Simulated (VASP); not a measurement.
# BaCd3Se4 (R-3m) in VASP: a series of runs

The runs below take BaCd3Se4 through relaxation of cell and atoms, with PBE.

Everything below comes from runs of VASP 6.6.1. Logs are shortened: lines on timing, memory, paths and dates and some standing lists are left out, and cuts for length are marked.

## (1) The cell of the first run

Symmetry: R-3m, No. 166, trigonal system. Conventional cell: a = 6.855 Å, b = 6.855 Å, c = 18.589 Å, α = 90.00°, β = 90.00°, γ = 120.00°. Within 4.5 Å of Ba (site symmetry -3m) lie 6 Cd at 3.43 Å and 6 Se at 3.68 Å. Cd (site symmetry 2/m) has 4 Cd at 3.43 Å and 2 Ba at 3.43 Å and 6 Se at 3.68 Å within 4.5 Å. Se (site symmetry 2/m) has 6 Se at 3.43 Å and 2 Ba at 3.68 Å and 4 Cd at 3.68 Å within 4.5 Å. Within 4.5 Å of Se (site symmetry -3m) lie 6 Se at 3.43 Å and 6 Cd at 3.68 Å.

The cell was generated, and may not be a known phase.

## (2) Relaxation of cell and atoms, PBE

The input, INCAR:

```
SYSTEM = BaCd3Se4
ALGO = Normal
EDIFF = 1E-7
EDIFFG = -0.08
ENCUT = 600
GGA = PE
IBRION = 2
ISIF = 3
ISMEAR = 0
LASPH = .TRUE.
LCHARG = .FALSE.
LREAL = .FALSE.
LWAVE = .FALSE.
NELM = 60
NSW = 36
PREC = Accurate
SIGMA = 0.15
```

The input, KPOINTS:

```
k-points
0
G
  2 2 2
  0 0 0
```

The input, POSCAR:

```
BaCd3Se4
1.0
    3.4274707200      1.9788511400      6.1963360000
   -3.4274707200      1.9788511400      6.1963360000
    0.0000000000     -3.9577022800      6.1963360000
Ba Cd Se
1 3 4
Direct
    0.5000000000      0.5000000000      0.5000000000
    0.0000000000      0.0000000000      0.5000000000
    0.5000000000      0.0000000000      0.0000000000
    0.0000000000      0.5000000000      0.0000000000
    0.5000000000      0.5000000000      0.0000000000
    0.0000000000      0.5000000000      0.5000000000
    0.5000000000      0.0000000000      0.5000000000
    0.0000000000      0.0000000000      0.0000000000
```

Potentials or basis: VASP PAW PBE potentials, release 64 (Ba_sv, Cd, Se).

On the command line:

```
cat potpaw_PBE.64/Ba_sv/POTCAR potpaw_PBE.64/Cd/POTCAR potpaw_PBE.64/Se/POTCAR > POTCAR
mpirun -np 1 vasp_std > vasp.out
```

OUTCAR:

```text
SYSTEM = BaCd3Se4
   EDIFF = 1E-7
   EDIFFG = -0.08
   ENCUT = 600
   GGA = PE
   IBRION = 2
   ISIF = 3
   ISMEAR = 0
   LASPH = .TRUE.
   LREAL = .FALSE.
   NELM = 60
   NSW = 36
   PREC = Accurate

 ion  position               nearest neighbor table
   1  0.500  0.500  0.500-   3 3.43   4 3.43   3 3.43   4 3.43   2 3.43   2 3.43   5 3.68   5 3.68
                             7 3.68   7 3.68   6 3.68   6 3.68
   2  0.000  0.000  0.500-   3 3.43   4 3.43   4 3.43   3 3.43   1 3.43   1 3.43
   3  0.500  0.000  0.000-   1 3.43   2 3.43   1 3.43   2 3.43   4 3.43   4 3.43
   4  0.000  0.500  0.000-   1 3.43   2 3.43   2 3.43   1 3.43   3 3.43   3 3.43
   5  0.500  0.500  0.000-   1 3.68   1 3.68
   6  0.000  0.500  0.500-   1 3.68   1 3.68
   7  0.500  0.000  0.500-   1 3.68   1 3.68
   8  0.000  0.000  0.000-

  LATTYP: Found a trigonal (rhomboedric) cell.
 ALAT       =     7.3524136986
 COS(alpha) =     0.5653720708

  Lattice vectors:

 A1 = (   3.4274707200,   1.9788511400,   6.1963360000)
 A2 = (  -3.4274707200,   1.9788511400,   6.1963360000)
 A3 = (   0.0000000000,  -3.9577022800,   6.1963360000)

Analysis of symmetry for initial positions (statically):
=====================================================================
 Subroutine PRICEL returns:
 Original cell was already a primitive cell.

 Routine SETGRP: Setting up the symmetry group for a
 trigonal (rhombohedral) supercell.

 Subroutine GETGRP returns: Found 12 space group operations
 (whereof 12 operations were pure point group operations)
 out of a pool of 12 trial point group operations.

The static configuration has the point symmetry D_3d.

Analysis of symmetry for dynamics (positions and initial velocities):
=====================================================================
 Subroutine PRICEL returns:
 Original cell was already a primitive cell.

 Routine SETGRP: Setting up the symmetry group for a
 trigonal (rhombohedral) supercell.

 Subroutine GETGRP returns: Found 12 space group operations
 (whereof 12 operations were pure point group operations)
 out of a pool of 12 trial point group operations.

The dynamic configuration has the point symmetry D_3d.

 Subroutine INISYM returns: Found 12 space group operations
 (whereof 12 operations are pure point group operations),
 and found     1 'primitive' translations

[... 71 lines left out ...]
   dimension x,y,z NGXF=   120 NGYF=  120 NGZF=  120
   ions per type =               1   3   4
   NGX,Y,Z   is equivalent  to a cutoff of  13.57, 13.57, 13.57 a.u.
   NGXF,Y,Z  is equivalent  to a cutoff of  27.13, 27.13, 27.13 a.u.
 SYSTEM =  BaCd3Se4
   PREC   = accura    normal or accurate (medium, high low for compatibility)
   ISTART =      0    job   : 0-new  1-cont  2-samecut
   ICHARG =      2    charge: 1-file 2-atom 10-const
   ISPIN  =      1    spin polarized calculation?
   LNONCOLLINEAR =      F non collinear calculations
   LSORBIT =      F    spin-orbit coupling
   LASPH  =      T    aspherical Exc in radial PAW
   ENCUT  =  600.0 eV  44.10 Ry    6.64 a.u.  14.68 14.68 14.68*2*pi/ulx,y,z
   NELM   =     60;   NELMIN=  2; NELMDL= -5     # of ELM steps
   EDIFF  = 0.1E-06   stopping-criterion for ELM
   LREAL  =      F    real-space projection
   EDIFFG = -.8E-01   stopping-criterion for IOM
   NSW    =     36    number of steps for IOM
   IBRION =      2    ionic relax: 0-MD 1-quasi-New 2-CG
   NFREE  =      1    steps in history (QN), initial steepest desc. (CG)
   ISIF   =      3    stress and relaxation
   ISYM   =      2    0-nonsym 1-usesym 2-fastsym
   POTIM  = 0.5000    time-step for ionic-motion
   TEBEG  =    0.0;   TEEND  =   0.0 temperature during run
   PSTRESS=    0.0 pullay stress
   NELECT =      70.0000    total number of electrons
   NUPDOWN=      -1.0000    fix difference up-down
   EMIN   =  10.00;   EMAX   =-10.00  energy-range for DOS
   EFERMI =   0.00;   METHOD = LEGACY
   ISMEAR =     0;   SIGMA  =   0.15  broadening in eV -4-tet -1-fermi 0-gaus
   EFERMI_NEDOS =   21; number of points for ismear=-14 and -15
   IALGO  =     38    algorithm
   IMIX   =      4    mixing-type and parameters
     AMIX     =   0.40;   BMIX     =  1.00
     AMIX_MAG =   1.60;   BMIX_MAG =  1.00
  volume/ion in A,a.u.               =      31.52       212.71
  Fermi-wavevector in a.u.,A,eV,Ry     =   1.067947  2.018128 15.517600  1.140511
  Thomas-Fermi vector in A             =   2.203580
   LORBIT       =      0    0 simple, 1 ext, 2 COOP (PROOUT), +10 PAW based schemes
   GGA     = PE    functional components
   LHFCALC =     F    Hartree Fock is set to
   AEXX    =    0.0000 exact exchange contribution
   IVDW    =     0    specifies the selected vdW correction
   LEPSILON=     F    determine dielectric tensor
   LRPA    =     F    only Hartree local field effects (RPA)
 conjugate gradient relaxation of ions
 non-spin polarized calculation
 Gauss-broadening in eV      SIGMA  =   0.15
  energy-cutoff  :      600.00
  volume of cell :      252.16
 maximum number of plane-waves:      8484
 NGX is ok and might be reduce to    60
   NGX = 29   NGY = 29   NGZ = 29

--------------------------------------- Ionic step        1  -------------------------------------------

 number of electron      69.9999988 magnetization

 Free energy of the ion-electron system (eV)
  ---------------------------------------------------
  ext. energy  EPLUGINS =         0.00000000
  ---------------------------------------------------
  free energy    TOTEN  =       -17.66450018 eV

  energy without entropy =      -17.57972606  energy(sigma->0) =      -17.62211312

------------------------ aborting loop because EDIFF is reached ----------------------------------------

  FORCE on cell =-STRESS in cart. coord.  units (eV):
  Direction    XX          YY          ZZ          XY          YZ          ZX
  --------------------------------------------------------------------------------------
  -------------------------------------------------------------------------------------
  Total       -7.1349415     -7.1349415     -6.6734148      0.0000000      0.0000000      0.0000000
  in kB      -45.3344041    -45.3344040    -42.4019290      0.0000000      0.0000000      0.0000000
  external PRESSURE =     -44.3569124 kB  Pullay stress =       0.0000000 kB
[... 113 lines left out ...]
--------------------------------------- Ionic step        4  -------------------------------------------

 number of electron      70.0000006 magnetization

 Free energy of the ion-electron system (eV)
  ---------------------------------------------------
  ext. energy  EPLUGINS =         0.00000000
  ---------------------------------------------------
  free energy    TOTEN  =       -18.44845928 eV

  energy without entropy =      -18.34213703  energy(sigma->0) =      -18.39529816

 E-fermi :   3.1103     XC(G=0):  -9.9401

 val. band max:        3.0275299450   @ k =   0.5000   0.5000  -0.0000
 cond. band min:       3.1460191824   @ k =   0.5000   0.5000  -0.0000
 fundamental gap:      0.1184892374
 Fermi energy:         3.1102516591

 k-point     1 :       0.0000    0.0000    0.0000
  band No.  band energies     occupation
      1     -24.6434      2.00000
      2     -10.9952      2.00000
      3     -10.1631      2.00000
      4     -10.1631      2.00000
      5      -9.9209      2.00000
      6      -9.1223      2.00000
[... 204 lines left out ...]
  FREE ENERGIE OF THE ION-ELECTRON SYSTEM (eV)
  ---------------------------------------------------
  free  energy   TOTEN  =       -18.4484592841 eV

  energy  without entropy=      -18.3421370316  energy(sigma->0) =      -18.39529816

 reached required accuracy - stopping structural energy minimisation
```

It took 7.6 min on 1 thread of Intel Xeon Platinum 8375C at 2.90GHz (Ice Lake), shared host; peak memory 0.54 GiB.

What came out:

- Free energy: -18.4485 eV
- Relaxed volume: 25.48 Å³/atom
- Relaxed cell: a = 6.862 Å, b = 6.862 Å, c = 6.862 Å, α = 55.36°, β = 55.36°, γ = 55.36°
- Space group after relaxing (to 0.1 Å): R-3m (No. 166)
- Energy gained by relaxing: 98.0 meV/atom
- Ionic steps: 4
- Pressure after relaxing: 0.1 GPa
- Band gap on the k mesh: zero (bands 35 and 36 overlap by 0.20 eV)

The path:
| step | energy change (eV) | largest force (eV/Å) | pressure (GPa) | volume (Å³) |
| --- | --- | --- | --- | --- |
| 1 | 0.0000 | 0.0000 | -4.44 | 252.16 |
| 2 | -0.6544 | 0.0000 | -2.18 | 221.63 |
| 3 | -0.7820 | 0.0000 | -0.32 | 206.32 |
| 4 | -0.7840 | 0.0000 | 0.09 | 203.87 |

Final structure:
```
Ba Cd Se
1.0
     3.18786    1.84051    5.79118
    -3.18786    1.84051    5.79118
     0.00000   -3.68102    5.79118
Ba Cd Se
1 3 4
Direct
  0.50000 0.50000 0.50000
  0.00000 0.00000 0.50000
  0.50000 0.00000 0.00000
  0.00000 0.50000 0.00000
  0.50000 0.50000 0.00000
  0.00000 0.50000 0.50000
  0.50000 0.00000 0.50000
  0.00000 0.00000 0.00000
```

Caveat: the k points lie up to 0.60 Å⁻¹ apart in the final cell; the volume moved by over 15 % at a fixed basis, so the end points are rough; semilocal functionals underestimate gaps, and a narrow one can read as zero; spin-orbit coupling is left out, which moves the levels of the heavy elements.

## (3) Relaxation of cell and atoms, PBE

This run uses another cell than the first one, of 31.75 Å³/atom.

The input, INCAR:

```
SYSTEM = BaCd3Se4
ALGO = Normal ; EDIFF = 1E-6
EDIFFG = -0.08 ; ENCUT = 600
GGA = PE ; IBRION = 2
ISIF = 3 ; ISMEAR = 0
LASPH = .True. ; LCHARG = .False.
LREAL = .False. ; LWAVE = .False.
NELM = 100 ; NSW = 36
PREC = Accurate ; SIGMA = 0.15
```

The input, KPOINTS:

```
k-points
0
Gamma
  2 2 2
  0 0 0
```

The input, POSCAR:

```
BaCd3Se4
1.0
    3.3589470500      1.9392889800      6.4979102600
   -3.3589470500      1.9392889800      6.4979102600
    0.0000000000     -3.8785779700      6.4979102600
Ba Cd Se
1 3 4
Direct
    0.5000000000      0.5000000000      0.5000000000
    0.5000000000      0.5000000000      0.0000000000
    0.0000000000      0.5000000000      0.5000000000
    0.5000000000      0.0000000000      0.5000000000
    0.9110592000      0.9110592000      0.9110592000
    0.0889408000      0.0889408000      0.0889408000
    0.1966686200      0.1966686200      0.1966686200
    0.8033313800      0.8033313800      0.8033313800
```

Potentials or basis: VASP PAW PBE potentials, release 64 (Ba_sv, Cd, Se).

On the command line:

```
cat potpaw_PBE.64/Ba_sv/POTCAR potpaw_PBE.64/Cd/POTCAR potpaw_PBE.64/Se/POTCAR > POTCAR
mpirun -np 1 vasp_std > vasp.out
```

Run time: 19 min. Hardware: 1 thread of Intel Xeon Platinum 8375C at 2.90GHz (Ice Lake), shared host; peak memory 0.55 GiB.

Results (log left out):

| Item | Value |
| --- | --- |
| Free energy | -21.6846 eV |
| Relaxed volume | 25.94 Å³/atom |
| Relaxed cell | a = 7.533 Å, b = 7.533 Å, c = 7.533 Å, α = 46.79°, β = 46.79°, γ = 46.79° |
| Space group after relaxing (to 0.1 Å) | R-3m (No. 166) |
| Energy gained by relaxing | 296.7 meV/atom |
| Ionic steps | 13 |
| Pressure after relaxing | -0.2 GPa |
| Largest force after relaxing | 0.049 eV/Å |
| Band gap on the k mesh | 0.74 eV |

Forces in eV/Å, atoms in the order of the input:
```
Ba   0.000  0.000  0.000
Cd   0.000  0.000  0.000
Cd   0.000  0.000  0.000
Cd   0.000  0.000  0.000
Se   0.000  0.000 -0.001
Se   0.000  0.000  0.001
Se   0.000  0.000  0.049
Se   0.000  0.000 -0.049
```

Stress tensor (GPa, compression positive):
```
-0.35  0.00  0.00
 0.00 -0.35  0.00
 0.00  0.00  0.06
```

The path:
| step | energy change (eV) | largest force (eV/Å) | pressure (GPa) | volume (Å³) |
| --- | --- | --- | --- | --- |
| 1 | 0.0000 | 5.0003 | 1.08 | 253.96 |
| 2 | -0.5994 | 0.6871 | -6.81 | 260.17 |
| 3 | -1.2061 | 0.2610 | -5.03 | 257.14 |
| 4 | -1.2111 | 0.1779 | -4.88 | 257.01 |
| 5 | -2.0392 | 0.2653 | -3.27 | 227.24 |
| 6 | -2.2880 | 0.3864 | -0.79 | 209.37 |
| 7 | -2.2958 | 0.4241 | 0.04 | 205.14 |
| 8 | -2.2962 | 0.4151 | -0.17 | 206.11 |
| 9 | -2.3131 | 0.3164 | 0.00 | 205.72 |
| 10 | -2.3343 | 0.3479 | 0.54 | 204.66 |
| 11 | -2.3423 | 0.3119 | 0.45 | 204.95 |
| 12 | -2.3605 | 0.2051 | 0.19 | 205.81 |
| 13 | -2.3732 | 0.0489 | -0.22 | 207.51 |

Final structure:
```
Ba Cd Se
1.0
     2.99125    1.72700    6.69492
    -2.99125    1.72700    6.69492
     0.00000   -3.45400    6.69492
Ba Cd Se
1 3 4
Direct
  0.50000 0.50000 0.50000
  0.50000 0.50000 0.00000
  0.00000 0.50000 0.50000
  0.50000 0.00000 0.50000
  0.92358 0.92358 0.92358
  0.07642 0.07642 0.07642
  0.19688 0.19688 0.19688
  0.80312 0.80312 0.80312
```

Levels at points of the mesh, in eV from the valence-band top:
```csv
k point,band 33,band 34,band 35,band 36,band 37,band 38
"(0.00, 0.00, 0.00)",-0.99,-0.99,-0.29,0.93,0.93,1.00
"(0.50, 0.00, 0.00)",-1.14,-0.21,0.00,0.74,1.89,1.92
"(0.50, 0.50, 0.00)",-1.22,-0.89,-0.21,0.90,1.15,1.77
"(0.50, 0.50, 0.50)",-1.37,-1.37,-0.97,1.10,1.10,1.45
```

Caveat: the k points lie up to 0.63 Å⁻¹ apart in the final cell; the volume moved by over 15 % at a fixed basis, so the end points are rough; semilocal functionals underestimate gaps, and a narrow one can read as zero; spin-orbit coupling is left out, which moves the levels of the heavy elements; the relaxation stopped at a loose force limit of 0.08 eV/Å, so its end isn't a converged minimum.

The gap in the log of VASP goes by the Fermi energy; the results here count the filled bands.